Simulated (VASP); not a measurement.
# Si63S (a cell with a defect) in VASP: notebook

Runs on Si63S (a cell with a defect). Level: PBEsol. Tasks: single point.

Program: VASP 6.6.1. These are calculated values, not measurements. Logs are shortened: lines on timing, memory, paths and dates and some standing lists are left out, and cuts for length are marked.

### Step 1. The cell of the first run

The cell holds a defect, 64 atoms: a = 10.866 Å, b = 10.866 Å, c = 10.866 Å, α = 90.00°, β = 90.00°, γ = 90.00°.

### Step 2. Single point, PBEsol

INCAR

```
PREC = Accurate ; ENCUT = 400
EDIFF = 1E-6 ; ISMEAR = -1
SIGMA = 0.05 ; LREAL = Auto
LASPH = True ; NELM = 120
ALGO = Normal ; ISIF = 2
LWAVE = False ; LCHARG = True
GGA = PS ; LELF = True
LVHAR = True ; NBANDS = 167
ISYM = -1 ; GGA_COMPAT = False
```

KPOINTS

```
explicit points
1
Reciprocal
  0.25000000   0.25000000   0.25000000 1
```

POSCAR

```
Si63S
1.0
   10.8655790000      0.0000000000      0.0000000000
    0.0000000000     10.8655790000      0.0000000000
    0.0000000000      0.0000000000     10.8655790000
Si S
63 1
Direct
    0.0002470000      0.9997780000      0.0000680000
    0.9978480000      0.9974120000      0.4978960000
    0.9978340000      0.4976070000      0.9976680000
    0.0013960000      0.5003890000      0.5006860000
    0.4980450000      0.9974210000      0.9976780000
    0.5008550000      0.0009630000      0.5006710000
    0.5008390000      0.5004090000      0.0012570000
    0.1256630000      0.1251970000      0.1254840000
    0.1243700000      0.1239140000      0.6240120000
    0.1243450000      0.6237260000      0.1241810000
    0.1265190000      0.6260620000      0.6263200000
    0.6241460000      0.1239260000      0.1241940000
    0.6264940000      0.1260780000      0.6263380000
    0.6264770000      0.6260440000      0.1263530000
    0.6240730000      0.6236120000      0.6239160000
    0.2505160000      0.2500690000      0.9996900000
    0.2502030000      0.2497420000      0.4996500000
    0.2493120000      0.7495760000      0.0004690000
    0.2501190000      0.7519590000      0.5014050000
    0.7500410000      0.2488310000      0.0004810000
    0.7523790000      0.2496790000      0.5014140000
    0.7502390000      0.7498140000      0.9992370000
    0.7482360000      0.7477790000      0.4968180000
    0.3755230000      0.3750710000      0.1254060000
    0.3703200000      0.3698630000      0.6351760000
    0.3747510000      0.8741020000      0.1255240000
    0.3750590000      0.8767070000      0.6255090000
    0.8745740000      0.3742920000      0.1255480000
    0.8771490000      0.3746100000      0.6255230000
    0.8752740000      0.8748320000      0.1249610000
    0.8732690000      0.8728050000      0.6252990000
    0.2505210000      0.9993980000      0.2503590000
    0.2492800000      0.0001710000      0.7498750000
    0.2502220000      0.4994040000      0.2500210000
    0.2501270000      0.5011360000      0.7522000000
    0.7500290000      0.0002010000      0.2491160000
    0.7502600000      0.9989530000      0.7500840000
    0.7523980000      0.5011280000      0.2499630000
    0.7482570000      0.4965390000      0.7481180000
    0.3755130000      0.1251160000      0.3753560000
    0.3747380000      0.1252630000      0.8744020000
    0.3703060000      0.6349400000      0.3701210000
    0.3750660000      0.6252170000      0.8769630000
    0.8745500000      0.1252590000      0.3745650000
    0.8752710000      0.1246620000      0.8751310000
    0.8771510000      0.6252250000      0.3748990000
    0.8732660000      0.6250530000      0.8731050000
    0.9998880000      0.2500780000      0.2503580000
    0.0006150000      0.2488400000      0.7499030000
    0.0006310000      0.7496010000      0.2491290000
    0.9994190000      0.7498150000      0.7501040000
    0.4998130000      0.2497700000      0.2500540000
    0.5015630000      0.2496760000      0.7522260000
    0.5015730000      0.7519500000      0.2499670000
    0.4969660000      0.7477900000      0.7480660000
    0.1255900000      0.3750860000      0.3753480000
    0.1256970000      0.3743140000      0.8743820000
    0.1256950000      0.8741100000      0.3745850000
    0.1251480000      0.8748340000      0.8751380000
    0.6353380000      0.3698880000      0.3701670000
    0.6256610000      0.3746060000      0.8770010000
    0.6256900000      0.8766990000      0.3748980000
    0.6254880000      0.8728590000      0.8731220000
    0.4981410000      0.4976410000      0.4979320000
```

Potentials or basis: VASP PAW PBE potentials, release 64 (Si, S).

Command:

```bash
> cat potpaw_PBE.64/Si/POTCAR potpaw_PBE.64/S/POTCAR > POTCAR
> mpirun -np 1 vasp_std > vasp.out
```

OUTCAR:

```text
PREC = Accurate
   ENCUT = 400
   EDIFF = 1E-6
   ISMEAR = -1
   LREAL = Auto
   LASPH = True
   NELM = 120
   ISIF = 2
   GGA = PS
   ISYM = -1

 ion  position               nearest neighbor table
   1  0.000  1.000  0.000-  59 2.35  45 2.35  30 2.35   8 2.36
   2  0.998  0.997  0.498-  58 2.35  44 2.35  31 2.36   9 2.38
   3  0.998  0.498  0.998-  57 2.35  28 2.35  47 2.36  10 2.38
   4  0.001  0.500  0.501-  56 2.35  29 2.35  46 2.35  11 2.36
   5  0.498  0.997  0.998-  41 2.35  26 2.35  63 2.36  12 2.38
   6  0.501  0.001  0.501-  40 2.35  62 2.35  27 2.35  13 2.36
[... 56 lines left out ...]
  63  0.625  0.873  0.873-  37 2.35  22 2.35   5 2.36  55 2.38
  64  0.498  0.498  0.498-  15 2.37  60 2.47  25 2.47  42 2.47

IMPORTANT INFORMATION: All symmetrisations will be switched off!
NOSYMM: (Re-)initialisation of all symmetry stuff for point group C_1.

----------------------------------------------------------------------------------------

                                     Primitive cell

  volume of cell :    1282.7990

  direct lattice vectors                    reciprocal lattice vectors
    10.865579000  0.000000000  0.000000000     0.092033752  0.000000000  0.000000000
     0.000000000 10.865579000  0.000000000     0.000000000  0.092033752  0.000000000
     0.000000000  0.000000000 10.865579000     0.000000000  0.000000000  0.092033752

  length of vectors
    10.865579000 10.865579000 10.865579000     0.092033752  0.092033752  0.092033752

  position of ions in fractional coordinates (direct lattice)
     0.000247000  0.999778000  0.000068000
     0.997848000  0.997412000  0.497896000
     0.997834000  0.497607000  0.997668000
     0.001396000  0.500389000  0.500686000
     0.498045000  0.997421000  0.997678000
     0.500855000  0.000963000  0.500671000
[... 56 lines left out ...]
     0.625488000  0.872859000  0.873122000
     0.498141000  0.497641000  0.497932000

  ion indices of the primitive-cell ions
   primitive index   ion index
                 1           1
                 2           2
                 3           3
                 4           4
                 5           5
                 6           6
[... 56 lines left out ...]
                63          63
                64          64

----------------------------------------------------------------------------------------

 KPOINTS: explicit points

Read explicit list of k-points.

 Found      1 k-points:

 Following reciprocal coordinates:
            Coordinates               Weight
  0.250000  0.250000  0.250000      1.000000
   k-points           NKPTS =      1   k-points in BZ     NKDIM =      1   number of bands    NBANDS=    167
   number of dos      NEDOS =    301   number of ions     NIONS =     64
   total plane-waves  NPLWV = 373248
   dimension x,y,z NGX =    72 NGY =   72 NGZ =   72
   dimension x,y,z NGXF=   144 NGYF=  144 NGZF=  144
   ions per type =              63   1
   NGX,Y,Z   is equivalent  to a cutoff of  11.02, 11.02, 11.02 a.u.
   NGXF,Y,Z  is equivalent  to a cutoff of  22.03, 22.03, 22.03 a.u.
 SYSTEM =  unknown system
   PREC   = accura    normal or accurate (medium, high low for compatibility)
   ISTART =      0    job   : 0-new  1-cont  2-samecut
   ICHARG =      2    charge: 1-file 2-atom 10-const
   ISPIN  =      1    spin polarized calculation?
   LNONCOLLINEAR =      F non collinear calculations
   LSORBIT =      F    spin-orbit coupling
   LASPH  =      T    aspherical Exc in radial PAW
   ENCUT  =  400.0 eV  29.40 Ry    5.42 a.u.  17.72 17.72 17.72*2*pi/ulx,y,z
   NELM   =    120;   NELMIN=  2; NELMDL= -5     # of ELM steps
   EDIFF  = 0.1E-05   stopping-criterion for ELM
   LREAL  =      T    real-space projection
   EDIFFG = 0.1E-04   stopping-criterion for IOM
   NSW    =      0    number of steps for IOM
   IBRION =     -1    ionic relax: 0-MD 1-quasi-New 2-CG
   NFREE  =      0    steps in history (QN), initial steepest desc. (CG)
   ISIF   =      2    stress and relaxation
   ISYM   =     -1    0-nonsym 1-usesym 2-fastsym
[... 1 lines left out ...]
   TEBEG  =    0.0;   TEEND  =   0.0 temperature during run
   PSTRESS=    0.0 pullay stress
   NELECT =     258.0000    total number of electrons
   NUPDOWN=      -1.0000    fix difference up-down
   EMIN   =  10.00;   EMAX   =-10.00  energy-range for DOS
   EFERMI =   0.00;   METHOD = LEGACY
   ISMEAR =    -1;   SIGMA  =   0.05  broadening in eV -4-tet -1-fermi 0-gaus
   EFERMI_NEDOS =   21; number of points for ismear=-14 and -15
   IALGO  =     38    algorithm
   IMIX   =      4    mixing-type and parameters
     AMIX     =   0.40;   BMIX     =  1.00
     AMIX_MAG =   1.60;   BMIX_MAG =  1.00
  volume/ion in A,a.u.               =      20.04       135.26
  Fermi-wavevector in a.u.,A,eV,Ry     =   0.959169  1.812567 12.517434  0.920005
  Thomas-Fermi vector in A             =   2.088341
   LORBIT       =      0    0 simple, 1 ext, 2 COOP (PROOUT), +10 PAW based schemes
   GGA     = PS    functional components
   LHFCALC =     F    Hartree Fock is set to
   AEXX    =    0.0000 exact exchange contribution
   IVDW    =     0    specifies the selected vdW correction
   LEPSILON=     F    determine dielectric tensor
   LRPA    =     F    only Hartree local field effects (RPA)
 non-spin polarized calculation
  energy-cutoff  :      400.00
  volume of cell :     1282.80
 maximum number of plane-waves:     23294
 NGX is ok and might be reduce to    70
   NGX = 35   NGY = 35   NGZ = 35

 number of electron     257.9999970 magnetization

 Free energy of the ion-electron system (eV)
  ---------------------------------------------------
  ext. energy  EPLUGINS =         0.00000000
  ---------------------------------------------------
  free energy    TOTEN  =      -365.43917300 eV

  energy without entropy =     -365.41652552  energy(sigma->0) =     -365.42784926

 E-fermi :   6.3174     XC(G=0):  -9.5586

 val. band max:        6.1274377086   @ k =   0.2500   0.2500   0.2500
 cond. band min:       6.5428957733   @ k =   0.2500   0.2500   0.2500
 fundamental gap:      0.4154580647
 Fermi energy:         6.3174473943

 k-point     1 :       0.2500    0.2500    0.2500
  band No.  band energies     occupation
      1      -8.6908      2.00000
      2      -5.9428      2.00000
      3      -5.4784      2.00000
      4      -5.4784      2.00000
      5      -5.3133      2.00000
      6      -4.9660      2.00000
[... 133 lines left out ...]
    140       7.6112      0.00000
    141       7.6331      0.00000
 [bands above 141 left out]

------------------------ aborting loop because EDIFF is reached ----------------------------------------

  FORCE on cell =-STRESS in cart. coord.  units (eV):
  Direction    XX          YY          ZZ          XY          YZ          ZX
  --------------------------------------------------------------------------------------
  -------------------------------------------------------------------------------------
  Total       -0.4163940     -0.4182581     -0.4149821    -12.3951259    -12.4072986    -12.3953075
  in kB       -0.5200636     -0.5223918     -0.5183001    -15.4811387    -15.4963421    -15.4813656
  external PRESSURE =      -0.5202518 kB  Pullay stress =       0.0000000 kB

 VOLUME and BASIS-vectors are now :
 -----------------------------------------------------------------------------
  energy-cutoff  :      400.00
  volume of cell :     1282.80
      direct lattice vectors                 reciprocal lattice vectors
    10.865579000  0.000000000  0.000000000     0.092033752  0.000000000  0.000000000
     0.000000000 10.865579000  0.000000000     0.000000000  0.092033752  0.000000000
     0.000000000  0.000000000 10.865579000     0.000000000  0.000000000  0.092033752

 POSITION                                       TOTAL-FORCE (eV/Angst)
 -----------------------------------------------------------------------------------
      0.00268     10.86317      0.00074        -0.002503     -0.000430     -0.000097
     10.84220     10.83746      5.40993         0.001049      0.001449      0.000279
     10.84204      5.40679     10.84024         0.001713      0.002022      0.003303
      0.01517      5.43702      5.44024         0.002496      0.000640     -0.000045
      5.41155     10.83756     10.84035         0.001264      0.000635      0.002995
      5.44208      0.01046      5.44008         0.000089     -0.000295      0.002472
[... 56 lines left out ...]
      6.79629      9.48412      9.48698        -0.003157     -0.003403     -0.002827
      5.41259      5.40716      5.41032         0.005510      0.007598      0.007198
 -----------------------------------------------------------------------------------
    total drift:                               -0.004761      0.000935     -0.006391

  FREE ENERGIE OF THE ION-ELECTRON SYSTEM (eV)
  ---------------------------------------------------
  free  energy   TOTEN  =      -365.4391729968 eV

  energy  without entropy=     -365.4165255169  energy(sigma->0) =     -365.42784926
```

Run time: 3.5 min. Hardware: 1 thread of AMD EPYC 9R45 (Zen 5), shared host; peak memory 0.73 GiB.

What came out:

| Item | Value |
| --- | --- |
| Free energy | -365.4392 eV |
| Pressure | -0.1 GPa |
| Largest force | 0.022 eV/Å |

Forces in eV/Å, atoms in the order of the input:
```
Si  -0.003  0.000  0.000
Si   0.001  0.001  0.000
Si   0.002  0.002  0.003
Si   0.002  0.001  0.000
Si   0.001  0.001  0.003
Si   0.000  0.000  0.002
Si   0.000 -0.001 -0.002
Si  -0.001 -0.001  0.000
Si  -0.005 -0.001  0.005
Si  -0.002  0.004 -0.002
Si  -0.004 -0.005 -0.004
Si   0.005 -0.003 -0.001
Si  -0.004 -0.005 -0.004
Si  -0.001 -0.003 -0.002
Si  -0.012 -0.014 -0.012
Si  -0.001  0.001  0.004
Si  -0.001  0.001 -0.004
Si  -0.004 -0.001  0.000
Si  -0.003 -0.002  0.010
Si  -0.001 -0.001  0.001
Si   0.001 -0.004  0.010
Si  -0.001 -0.001  0.004
Si   0.003  0.003 -0.004
Si   0.003  0.003 -0.002
Si   0.005  0.004 -0.011
Si  -0.002  0.003 -0.002
Si   0.005  0.003 -0.002
Si   0.001 -0.003 -0.004
Si   0.002  0.004 -0.001
Si   0.003  0.004 -0.001
Si   0.001  0.002  0.002
Si  -0.001  0.003 -0.003
Si  -0.002  0.003  0.000
Si  -0.004 -0.007 -0.001
Si  -0.005  0.008  0.000
Si  -0.001  0.000 -0.003
Si  -0.001  0.004 -0.003
Si  -0.002  0.010 -0.005
Si   0.000 -0.005 -0.001
Si   0.005 -0.003  0.002
Si  -0.004 -0.003 -0.002
Si   0.004 -0.011  0.007
Si   0.004 -0.002  0.003
Si   0.002 -0.001 -0.002
Si   0.004 -0.001  0.002
Si   0.003 -0.001  0.005
Si   0.001  0.000  0.002
Si   0.003 -0.003 -0.001
Si   0.002 -0.003 -0.003
Si   0.000 -0.001 -0.003
Si   0.003 -0.001 -0.003
Si  -0.004 -0.002 -0.002
Si   0.011 -0.004  0.000
Si   0.012  0.001 -0.006
Si   0.000  0.005  0.005
Si  -0.001  0.003  0.004
Si  -0.001 -0.003  0.003
Si  -0.003  0.004 -0.003
Si  -0.002  0.002  0.001
Si  -0.010  0.004  0.005
Si   0.000  0.005  0.003
Si  -0.002  0.003  0.004
Si  -0.003 -0.003 -0.003
S    0.006  0.008  0.007
```

Stress tensor (GPa, compression positive):
```
-0.05 -1.55 -1.55
-1.55 -0.05 -1.55
-1.55 -1.55 -0.05
```

Levels at points of the mesh, in eV from the Fermi level:
| k point | band 125 | band 126 | band 127 | band 128 | band 129 | band 130 | band 131 | band 132 | band 133 | band 134 |
| --- | --- | --- | --- | --- | --- | --- | --- | --- | --- | --- |
| (0.25, 0.25, 0.25) | -1.41 | -1.34 | -0.91 | -0.91 | -0.19 | 0.23 | 0.23 | 0.46 | 0.62 | 0.62 |

Caveat: the PAW data sets were made with another functional, which shifts forces and pressure a little.

(Continued in part 2 of 2.)
